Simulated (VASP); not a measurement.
Input of a VASP 6.6.1 run:

File INCAR:

```
  ALGO = Normal
  EDIFF = 1E-6
  ENCUT = 520
  GGA = PE
  ISIF = 2
  ISMEAR = 0
  LASPH = T
  LCHARG = F
  LREAL = F
  LWAVE = F
  NBANDS = 31
  NELM = 60
  PREC = Accurate
  SIGMA = 0.1
```

The input KPOINTS:

```
k-points
0
Gamma
  8 8 8
```

Contents of POSCAR:

```
HfBiBr3
1.0
    5.3043851116      0.0000000000      0.0000000000
    0.0000000000      5.3043851116      0.0000000000
    0.0000000000      0.0000000000      5.3043851116
Hf Bi Br
1 1 3
Direct
    0.0000000000      0.0000000000      0.0000000000
    0.5000000000      0.5000000000      0.5000000000
    0.5000000000      0.0000000000      0.0000000000
    0.0000000000      0.5000000000      0.0000000000
    0.0000000000      0.0000000000      0.5000000000
```

Potentials or basis: VASP PAW PBE potentials, release 64 (Hf_pv, Bi_d, Br).

Run with:

```bash
$ cat potpaw_PBE.64/Hf_pv/POTCAR potpaw_PBE.64/Bi_d/POTCAR potpaw_PBE.64/Br/POTCAR > POTCAR
$ mpirun -np 1 vasp_std > vasp.out
```

(1) What does it give for the band gap on the k mesh?

(2) What does it give for the pressure?

Results:

(1) zero (bands 23 and 24 overlap by 1.10 eV).

(2) -0.2 GPa.

Caveat: spin-orbit coupling is left out, which moves the levels of the heavy elements.
